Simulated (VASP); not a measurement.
# Zr (P6_3/mmc) in VASP: notebook, part 2 of 3

VASP 6.6.1. Earlier steps stand in the parts before.

## (4) Single point, PBEsol (strain -0.030 along x and y, +0.000 along z)

The input, INCAR:

```
SYSTEM = Zr
PREC     = Accurate       ! precision mode
ENCUT    = 520            ! plane-wave cutoff, eV
EDIFF    = 1E-6           ! SCF threshold, eV
ISMEAR   = 0              ! smearing method
SIGMA    = 0.15           ! smearing width, eV
LREAL    = .FALSE.        ! projectors in reciprocal space
LASPH    = .TRUE.         ! aspherical terms in the spheres
NELM     = 60             ! most SCF steps
ALGO     = Fast           ! electronic algorithm
ISIF     = 2              ! what is computed and relaxed
LWAVE    = .FALSE.        ! write WAVECAR
LCHARG   = .TRUE.         ! write CHGCAR
GGA      = PS             ! functional
LELF     = .TRUE.         ! ELF
LVHAR    = .TRUE.       
NBANDS   = 19             ! bands
```

The input, KPOINTS:

```
Automatic mesh
0
G
  18 18 10
  0 0 0
```

The input, POSCAR:

```
Zr
1.0
    3.1350382758      0.0000000000      0.0000000000
   -1.5675191379      2.7150227887      0.0000000000
    0.0000000000      0.0000000000      5.1470000000
Zr
2
Direct
    0.3333333333      0.6666666667      0.2500000000
    0.6666666667      0.3333333333      0.7500000000
```

Potentials or basis: VASP PAW PBE potentials, release 64 (Zr_sv).

On the command line:

```bash
$ cat potpaw_PBE.64/Zr_sv/POTCAR > POTCAR
$ mpirun -np 1 vasp_std > vasp.out
```

OUTCAR:

```text
SYSTEM = Zr
   PREC = Accurate
   ENCUT = 520
   EDIFF = 1E-6
   ISMEAR = 0
   LREAL = .FALSE.
   LASPH = .TRUE.
   NELM = 60
   ISIF = 2
   GGA = PS

 ion  position               nearest neighbor table
   1  0.333  0.667  0.250-   2 3.15   2 3.15   2 3.15   2 3.15   2 3.15   2 3.15
   2  0.667  0.333  0.750-   1 3.15   1 3.15   1 3.15   1 3.15   1 3.15   1 3.15

  LATTYP: Found a hexagonal cell.
 ALAT       =     3.1350382758
 C/A-ratio  =     1.6417662393

  Lattice vectors:

 A1 = (   3.1350382758,   0.0000000000,   0.0000000000)
 A2 = (  -1.5675191379,   2.7150227887,   0.0000000000)
 A3 = (   0.0000000000,   0.0000000000,   5.1470000000)

Analysis of symmetry for initial positions (statically):
=====================================================================
 Subroutine PRICEL returns:
 Original cell was already a primitive cell.

 Routine SETGRP: Setting up the symmetry group for a
 hexagonal supercell.

 Subroutine GETGRP returns: Found 24 space group operations
 (whereof 12 operations were pure point group operations)
 out of a pool of 24 trial point group operations.

The static configuration has the point symmetry D_3d.
[... 162 lines left out ...]

  energy without entropy =      -18.13678945  energy(sigma->0) =      -18.14885572

 E-fermi :   9.5398     XC(G=0): -11.4835

 val. band max:        9.5291009087   @ k =   0.2222   0.2222   0.5000
 cond. band min:       9.5502132929   @ k =   0.2222   0.1667   0.4000
 fundamental gap:      0.0211123841
 Fermi energy:         9.5398387086

 k-point     1 :       0.0000    0.0000    0.0000
  band No.  band energies     occupation
      1     -39.0553      2.00000
      2     -38.8763      2.00000
      3     -17.6878      2.00000
      4     -16.6273      2.00000
      5     -16.6273      2.00000
      6     -16.5257      2.00000
[... 505 lines left out ...]
      6     -16.9468      2.00000
[... 11 lines left out ...]
     18      14.8831      0.00000
     19      16.0547      0.00000

 [... further k-points ...]

------------------------ aborting loop because EDIFF is reached ----------------------------------------

  FORCE on cell =-STRESS in cart. coord.  units (eV):
  Direction    XX          YY          ZZ          XY          YZ          ZX
  --------------------------------------------------------------------------------------
  -------------------------------------------------------------------------------------
  Total        0.8167088      0.8167088      0.3752505      0.0000000     -0.0000000      0.0000000
  in kB       29.8680798     29.8680798     13.7233895      0.0000000     -0.0000000      0.0000000
  external PRESSURE =      24.4865164 kB  Pullay stress =       0.0000000 kB

 VOLUME and BASIS-vectors are now :
 -----------------------------------------------------------------------------
  energy-cutoff  :      520.00
  volume of cell :       43.81
      direct lattice vectors                 reciprocal lattice vectors
     3.135038276  0.000000000  0.000000000     0.318975372  0.184160517  0.000000000
    -1.567519138  2.715022789  0.000000000     0.000000000  0.368321034  0.000000000
     0.000000000  0.000000000  5.147000000     0.000000000  0.000000000  0.194287935

 POSITION                                       TOTAL-FORCE (eV/Angst)
 -----------------------------------------------------------------------------------
     -0.00000      1.81002      1.28675        -0.000000      0.000000      0.000000
      1.56752      0.90501      3.86025         0.000000     -0.000000      0.000000
 -----------------------------------------------------------------------------------
    total drift:                               -0.000000      0.000000     -0.000000

  FREE ENERGIE OF THE ION-ELECTRON SYSTEM (eV)
  ---------------------------------------------------
  free  energy   TOTEN  =       -18.1609219864 eV

  energy  without entropy=      -18.1367894479  energy(sigma->0) =      -18.14885572
```

It took 2.4 min on 1 thread of Intel Xeon Platinum 8488C (Sapphire Rapids), shared host; peak memory 0.26 GiB.

What came out:

* Free energy: -18.1609 eV
* Pressure: 2.4 GPa
* Band gap on the k mesh: zero (bands 12 and 13 overlap by 1.24 eV)

Levels at points of the mesh, in eV from the Fermi level:
| k point | band 8 | band 9 | band 10 | band 11 | band 12 | band 13 | band 14 | band 15 | band 16 | band 17 |
| --- | --- | --- | --- | --- | --- | --- | --- | --- | --- | --- |
| (0.00, 0.00, 0.00) | -26.02 | -5.76 | -3.20 | 0.78 | 0.94 | 0.94 | 1.20 | 1.62 | 1.62 | 2.50 |
| (0.50, 0.00, 0.00) | -26.18 | -2.77 | -2.59 | -2.36 | 0.06 | 0.69 | 0.73 | 1.44 | 5.49 | 5.62 |
| (0.00, 0.00, 0.50) | -26.09 | -4.04 | -4.04 | -0.08 | -0.08 | 0.89 | 0.89 | 0.89 | 0.89 | 4.25 |
| (0.50, 0.00, 0.50) | -26.31 | -3.05 | -3.05 | -1.25 | -1.25 | 1.92 | 1.92 | 2.47 | 2.47 | 5.60 |

Caveat: the cell differs from its parent crystal (strain -0.030 along x and y, +0.000 along z); the PAW data sets were made with another functional, which shifts forces and pressure a little.

[end of part 2 of 3]
